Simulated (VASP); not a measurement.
# B17P16 (a cell with a defect) in VASP: single point with PBE

Aim: the single point of B17P16 (a cell with a defect) with PBE.

Everything below comes from runs of VASP 6.6.1. Logs are shortened: lines on timing, memory, paths and dates and some standing lists are left out, and cuts for length are marked.

**1. The cell of the first run**

The cell holds a defect, 33 atoms: a = 7.878 Å, b = 7.878 Å, c = 7.878 Å, α = 109.47°, β = 109.47°, γ = 109.47°.

**2. Single point, PBE, collinear spin (with an interstitial atom, then relaxed in part)**

File INCAR:

```
ALGO = Normal
EDIFF = 1E-6
ENCUT = 520
GGA = PE
ISIF = 2
ISMEAR = 0
ISPIN = 2
LASPH = True
LCHARG = True
LELF = True
LORBIT = 11
LREAL = Auto
LVHAR = True
LWAVE = False
MAGMOM = 0 0 0 0.091 0.091 0 0 0.091 0.091 0 0.091 0 0 0.091 0 0 0.091 0 0.091 0 0 0 0 0 0.091 0 0 0.091 0 0 0.091 0 0
NBANDS = 92
NELECT = 129.0
NELM = 150
PREC = Accurate
SIGMA = 0.01
```

File KPOINTS:

```
Automatic mesh
0
Gamma
  2 2 2
  0.5 0.5 0.5
```

File POSCAR:

```
B17P16
1.0
   -4.5481928018     -4.5481928018      4.5481928018
    4.5481928018     -4.5481928018     -4.5481928018
    4.5481928018      4.5481928018      4.5481928018
B P
17 16
Direct
    0.2500000000      0.5000000000      0.2500000000
    0.0000000000      0.4902928599      0.5000000000
    0.5000000000      0.2500000000      0.2500000000
    0.2525958695      0.2525958695      0.5000000000
    0.0000000000      0.2525958695      0.7525958695
    0.7500000000      0.5000000000      0.7500000000
    0.5097071401      0.5097071401      0.0097071401
    0.0000000000      0.7474041305      0.2474041305
    0.7474041305      0.0000000000      0.2474041305
    0.4902928599      0.0000000000      0.5000000000
    0.2525958695      0.0000000000      0.7525958695
    0.0000000000      0.0000000000     -0.0097071401
    0.7500000000      0.2500000000      0.0000000000
    0.7474041305      0.7474041305      0.5000000000
    0.5000000000      0.7500000000      0.7500000000
    0.2500000000      0.7500000000      0.0000000000
    0.0000000000      0.0000000000      0.5000000000
    0.2500555047      0.7491937216      0.2491937216
    0.0000000000      0.7418624002      0.5000000000
    0.4991382169      0.4991382169      0.2499444953
    0.2508062784      0.5008617831      0.5000000000
    0.0000000000      0.5008617831      0.7508062784
    0.7491937216      0.7491937216      0.7500555047
    0.4991382169      0.7499444953     -0.0008617831
    0.0000000000      0.0000000000      0.2418624002
    0.7491937216      0.2500555047      0.2491937216
    0.5008617831      0.2508062784      0.5000000000
    0.2581375998      0.2581375998      0.7581375998
    0.0000000000      0.2508062784      0.0008617831
    0.7499444953      0.4991382169     -0.0008617831
    0.7418624002      0.0000000000      0.5000000000
    0.5008617831      0.0000000000      0.7508062784
    0.2508062784      0.0000000000      0.0008617831
```

Potentials or basis: VASP PAW PBE potentials, release 64 (B, P).

The run is started by

```bash
$ cat potpaw_PBE.64/B/POTCAR potpaw_PBE.64/P/POTCAR > POTCAR
$ mpirun -np 1 vasp_std > vasp.out
```

OUTCAR:

```text
EDIFF = 1E-6
   ENCUT = 520
   GGA = PE
   ISIF = 2
   ISMEAR = 0
   ISPIN = 2
   LASPH = True
   LORBIT = 11
   LREAL = Auto
   NELECT = 129.0
   NELM = 150
   PREC = Accurate

 ion  position               nearest neighbor table
   1  0.250  0.500  0.250-  18 1.97  20 1.97  21 1.97  29 1.97
   2  0.000  0.490  0.500-  21 1.95  22 1.95  26 1.95  19 1.98
   3  0.500  0.250  0.250-  20 1.97  26 1.97  33 1.97  27 1.97
   4  0.253  0.253  0.500-  21 1.96  27 1.96  25 2.00  28 2.00
   5  0.000  0.253  0.753-  22 1.96  29 1.96  28 2.00  31 2.00
   6  0.750  0.500  0.750-  22 1.97  23 1.97  27 1.97  30 1.97
[... 10 lines left out ...]
  17  0.000  0.000  0.500-  19 2.03  25 2.03  28 2.03  31 2.03
  18  0.250  0.749  0.249-  10 1.95   8 1.96   1 1.97  16 1.97
  19  0.000  0.742  0.500-   2 1.98   8 2.00  11 2.00  14 2.00  17 2.03
  20  0.499  0.499  0.250-   7 1.95  14 1.96   1 1.97   3 1.97
  21  0.251  0.501  0.500-   2 1.95   4 1.96   1 1.97  15 1.97
  22  0.000  0.501  0.751-   2 1.95   5 1.96   6 1.97  16 1.97
  23  0.749  0.749  0.750-  12 1.95  14 1.96   6 1.97  15 1.97
  24  0.499  0.750  0.999-   7 1.95   9 1.96  15 1.97  16 1.97
  25  0.000  0.000  0.242-  12 1.98   8 2.00   9 2.00   4 2.00  17 2.03
  26  0.749  0.250  0.249-   2 1.95   9 1.96   3 1.97  13 1.97
  27  0.501  0.251  0.500-  10 1.95   4 1.96   6 1.97   3 1.97
  28  0.258  0.258  0.758-   7 1.98   5 2.00   4 2.00  11 2.00  17 2.03
  29  0.000  0.251  0.001-  12 1.95   5 1.96   1 1.97  13 1.97
  30  0.750  0.499  0.999-   7 1.95   8 1.96   6 1.97  13 1.97
  31  0.742  0.000  0.500-  10 1.98   9 2.00   5 2.00  14 2.00  17 2.03
  32  0.501  0.000  0.751-  10 1.95  11 1.96  13 1.97  15 1.97
  33  0.251  0.000  0.001-  12 1.95  11 1.96   3 1.97  16 1.97

  LATTYP: Found a body centered cubic cell.
 ALAT       =     9.0963856036

  Lattice vectors:

 A1 = (  -4.5481928018,  -4.5481928018,   4.5481928018)
 A2 = (   4.5481928018,  -4.5481928018,  -4.5481928018)
 A3 = (   4.5481928018,   4.5481928018,   4.5481928018)

Analysis of symmetry for initial positions (statically):
=====================================================================
 Subroutine PRICEL returns:
 Original cell was already a primitive cell.

 Routine SETGRP: Setting up the symmetry group for a
 body centered cubic supercell.

 Subroutine GETGRP returns: Found 24 space group operations
 (whereof  6 operations were pure point group operations)
 out of a pool of 48 trial point group operations.

The static configuration has the point symmetry C_3v.
 The point group associated with its full space group is T_d .

Analysis of symmetry for dynamics (positions and initial velocities):
=====================================================================
 Subroutine PRICEL returns:
 Original cell was already a primitive cell.

 Routine SETGRP: Setting up the symmetry group for a
 body centered cubic supercell.

 Subroutine GETGRP returns: Found 24 space group operations
 (whereof  6 operations were pure point group operations)
 out of a pool of 48 trial point group operations.

The dynamic configuration has the point symmetry C_3v.
 The point group associated with its full space group is T_d .

Analysis of structural, dynamic, and magnetic symmetry:
=====================================================================
 Subroutine PRICEL returns:
 Original cell was already a primitive cell.

 Routine SETGRP: Setting up the symmetry group for a
 body centered cubic supercell.

 Subroutine GETGRP returns: Found 24 space group operations
 (whereof  6 operations were pure point group operations)
 out of a pool of 48 trial point group operations.

The overall configuration has the point symmetry C_3v.
 The point group associated with its full space group is T_d .

 Subroutine INISYM returns: Found 24 space group operations
 (whereof  6 operations are pure point group operations),
 and found     1 'primitive' translations

----------------------------------------------------------------------------------------

                                     Primitive cell

[... 112 lines left out ...]
   number of dos      NEDOS =    301   number of ions     NIONS =     33
   total plane-waves  NPLWV = 216000
   dimension x,y,z NGX =    60 NGY =   60 NGZ =   60
   dimension x,y,z NGXF=   120 NGYF=  120 NGZF=  120
   ions per type =              17  16
   NGX,Y,Z   is equivalent  to a cutoff of  12.66, 12.66, 12.66 a.u.
   NGXF,Y,Z  is equivalent  to a cutoff of  25.32, 25.32, 25.32 a.u.
 SYSTEM =  unknown system
   PREC   = accura    normal or accurate (medium, high low for compatibility)
   ISTART =      0    job   : 0-new  1-cont  2-samecut
   ICHARG =      2    charge: 1-file 2-atom 10-const
   ISPIN  =      2    spin polarized calculation?
   LNONCOLLINEAR =      F non collinear calculations
   LSORBIT =      F    spin-orbit coupling
   LASPH  =      T    aspherical Exc in radial PAW
   ENCUT  =  520.0 eV  38.22 Ry    6.18 a.u.  14.65 14.65 14.65*2*pi/ulx,y,z
   NELM   =    150;   NELMIN=  2; NELMDL= -5     # of ELM steps
   EDIFF  = 0.1E-05   stopping-criterion for ELM
   LREAL  =      T    real-space projection
   EDIFFG = 0.1E-04   stopping-criterion for IOM
   NSW    =      0    number of steps for IOM
   IBRION =     -1    ionic relax: 0-MD 1-quasi-New 2-CG
   NFREE  =      0    steps in history (QN), initial steepest desc. (CG)
   ISIF   =      2    stress and relaxation
   ISYM   =      2    0-nonsym 1-usesym 2-fastsym
   POTIM  = 0.5000    time-step for ionic-motion
   TEBEG  =    0.0;   TEEND  =   0.0 temperature during run
   PSTRESS=    0.0 pullay stress
   NELECT =     129.0000    total number of electrons
   NUPDOWN=      -1.0000    fix difference up-down
   EMIN   =  10.00;   EMAX   =-10.00  energy-range for DOS
   EFERMI =   0.00;   METHOD = LEGACY
   ISMEAR =     0;   SIGMA  =   0.01  broadening in eV -4-tet -1-fermi 0-gaus
   EFERMI_NEDOS =   21; number of points for ismear=-14 and -15
   IALGO  =     38    algorithm
   IMIX   =      4    mixing-type and parameters
     AMIX     =   0.40;   BMIX     =  1.00
     AMIX_MAG =   1.60;   BMIX_MAG =  1.00
  volume/ion in A,a.u.               =      11.40        76.96
  Fermi-wavevector in a.u.,A,eV,Ry     =   1.145722  2.165100 17.860077  1.312679
  Thomas-Fermi vector in A             =   2.282409
   LORBIT       =     11    0 simple, 1 ext, 2 COOP (PROOUT), +10 PAW based schemes
   GGA     = PE    functional components
   LHFCALC =     F    Hartree Fock is set to
   AEXX    =    0.0000 exact exchange contribution
   IVDW    =     0    specifies the selected vdW correction
   LEPSILON=     F    determine dielectric tensor
   LRPA    =     F    only Hartree local field effects (RPA)
 spin polarized calculation
 Gauss-broadening in eV      SIGMA  =   0.01
  energy-cutoff  :      520.00
  volume of cell :      376.34
 maximum number of plane-waves:     10168
 NGX is ok and might be reduce to    60
   NGX = 29   NGY = 29   NGZ = 29

 number of electron     129.0000010 magnetization       0.4999724

 Free energy of the ion-electron system (eV)
  ---------------------------------------------------
  ext. energy  EPLUGINS =         0.00000000
  ---------------------------------------------------
  free energy    TOTEN  =      -223.06538270 eV

  energy without entropy =     -223.06345442  energy(sigma->0) =     -223.06441856

 E-fermi :   7.5862     XC(G=0): -10.9240

 val. band max:        7.5831126725   @ k =  -0.2500   0.2500   0.2500
 cond. band min:       7.6920189157   @ k =  -0.2500   0.2500   0.2500
 fundamental gap:      0.1089062431
 Fermi energy:         7.5861583745

 spin component 1

 k-point     1 :       0.2500    0.2500    0.2500
  band No.  band energies     occupation
      1      -7.8185      1.00000
      2      -6.7965      1.00000
      3      -6.7965      1.00000
      4      -6.7965      1.00000
      5      -4.8731      1.00000
      6      -4.7705      1.00000
[... 147 lines left out ...]
     75      11.0034      0.00000
     76      11.1480      0.00000
 Fermi energy:         7.5861583745

 spin component 2

 k-point     1 :       0.2500    0.2500    0.2500
  band No.  band energies     occupation
      1      -7.7669      1.00000
      2      -6.7803      1.00000
      3      -6.7803      1.00000
      4      -6.7803      1.00000
      5      -4.8399      1.00000
      6      -4.7440      1.00000
[... 147 lines left out ...]
     75      11.0188      0.00000
     76      11.1681      0.00000
 [bands above 76 left out]

------------------------ aborting loop because EDIFF is reached ----------------------------------------

  FORCE on cell =-STRESS in cart. coord.  units (eV):
  Direction    XX          YY          ZZ          XY          YZ          ZX
  --------------------------------------------------------------------------------------
  -------------------------------------------------------------------------------------
  Total      -17.3202702    -17.3202702    -17.3202702      0.0000000      0.0000000      0.0000000
  in kB      -73.7375418    -73.7375418    -73.7375418      0.0000000      0.0000000      0.0000000
  external PRESSURE =     -73.7375418 kB  Pullay stress =       0.0000000 kB

 VOLUME and BASIS-vectors are now :
 -----------------------------------------------------------------------------
  energy-cutoff  :      520.00
  volume of cell :      376.34
      direct lattice vectors                 reciprocal lattice vectors
    -4.548192802 -4.548192802  4.548192802     0.000000000 -0.109933774  0.109933774
     4.548192802 -4.548192802 -4.548192802     0.109933774 -0.109933774  0.000000000
     4.548192802  4.548192802  4.548192802     0.109933774  0.000000000  0.109933774

 POSITION                                       TOTAL-FORCE (eV/Angst)
 -----------------------------------------------------------------------------------
      2.27410     -2.27410      0.00000         0.000000     -0.000000      0.000000
      4.50404      0.04415      0.04415        -0.007391      0.007391      0.007391
      0.00000     -2.27410      2.27410         0.000000     -0.000000      0.000000
      2.27410     -0.02361      2.27410         0.000000     -0.001913      0.000000
      4.57181      2.27410      2.27410         0.001913     -0.000000      0.000000
      2.27410     -2.27410      4.54819         0.000000     -0.000000      0.000000
[... 25 lines left out ...]
      1.13680      1.13680      5.69283         0.005474      0.005474      0.005984
     -1.13680     -1.13680      1.14463        -0.005474     -0.005474      0.005984
 -----------------------------------------------------------------------------------
    total drift:                               -0.000001      0.000001     -0.000001

  FREE ENERGIE OF THE ION-ELECTRON SYSTEM (eV)
  ---------------------------------------------------
  free  energy   TOTEN  =      -223.0653827027 eV

  energy  without entropy=     -223.0634544237  energy(sigma->0) =     -223.06441856

 total charge

# of ion       s       p       d       tot
------------------------------------------
    1        0.663   1.253   0.000   1.916
    2        0.676   1.252   0.000   1.928
    3        0.663   1.253   0.000   1.916
    4        0.666   1.217   0.000   1.883
    5        0.666   1.217   0.000   1.883
    6        0.663   1.253   0.000   1.916
[... 25 lines left out ...]
   32        0.989   1.556   0.000   2.545
   33        0.989   1.556   0.000   2.545
--------------------------------------------------
tot         27.276  45.565   0.000  72.841

 magnetization (x)

# of ion       s       p       d       tot
------------------------------------------
    1        0.001   0.001   0.000   0.002
    2        0.005   0.014   0.000   0.020
    3        0.001   0.001   0.000   0.002
    4        0.003   0.004   0.000   0.007
    5        0.003   0.004   0.000   0.007
    6        0.001   0.001   0.000   0.002
[... 25 lines left out ...]
   32        0.000   0.002   0.000   0.002
   33        0.000   0.002   0.000   0.002
--------------------------------------------------
tot          0.141   0.127   0.000   0.268
```

It took 6.9 min on 1 thread of Intel Xeon Platinum 8375C at 2.90GHz (Ice Lake), shared host; peak memory 0.65 GiB.

Results:

| Property | Result |
| --- | --- |
| Free energy | -223.0654 eV |
| Largest force | 0.013 eV/Å |
| Net moment | 0.50 μB per cell |
| Site moments | B +0.00, +0.02, +0.01, +0.10 (each value once); P +0.00 μB |
| Valence electrons inside the program's atomic spheres | B 1.92, 1.93, 1.88, 1.69 (each value once); P 2.54, 2.52 (each value once) |

Forces on the atoms (eV/Å):
```
B    0.000  0.000  0.000
B   -0.007  0.007  0.007
B    0.000  0.000  0.000
B    0.000 -0.002  0.000
B    0.002  0.000  0.000
B    0.000  0.000  0.000
B    0.007 -0.007  0.007
B   -0.002  0.000  0.000
B    0.000  0.000 -0.002
B    0.007  0.007 -0.007
B    0.000  0.000  0.002
B   -0.007 -0.007 -0.007
B    0.000  0.000  0.000
B    0.000  0.002  0.000
B    0.000  0.000  0.000
B    0.000  0.000  0.000
B    0.000  0.000  0.000
P   -0.006  0.005 -0.005
P   -0.001  0.001  0.001
P    0.005  0.006  0.005
P   -0.005 -0.006  0.005
P    0.006  0.005  0.005
P   -0.005  0.006 -0.005
P    0.005 -0.005 -0.006
P   -0.001 -0.001 -0.001
P   -0.005  0.005 -0.006
P    0.005 -0.006 -0.005
P    0.001 -0.001  0.001
P    0.006 -0.005 -0.005
P   -0.006 -0.005  0.005
P    0.001  0.001 -0.001
P    0.005  0.005  0.006
P   -0.005 -0.005  0.006
```

Levels at points of the mesh, in eV from the Fermi level:
Spin up:
```csv
k point,band 61,band 62,band 63,band 64,band 65,band 66,band 67,band 68,band 69,band 70
"(0.25, 0.25, 0.25)",-1.21,-1.13,-1.13,-1.13,-0.30,1.39,1.39,1.39,2.37,2.37
```
Spin down:
| k point | band 60 | band 61 | band 62 | band 63 | band 64 | band 65 | band 66 | band 67 | band 68 | band 69 |
| --- | --- | --- | --- | --- | --- | --- | --- | --- | --- | --- |
| (0.25, 0.25, 0.25) | -1.20 | -1.20 | -1.12 | -1.12 | -1.12 | -0.17 | 1.48 | 1.48 | 1.48 | 2.38 |

Caveat: the k points lie up to 0.49 Å⁻¹ apart; the cell carries a net charge on a neutralising background, which shifts energy and pressure; the cell differs from its parent crystal (with an interstitial atom, then relaxed in part); the cell is charged against a uniform background, so pressure and absolute levels hang on convention.
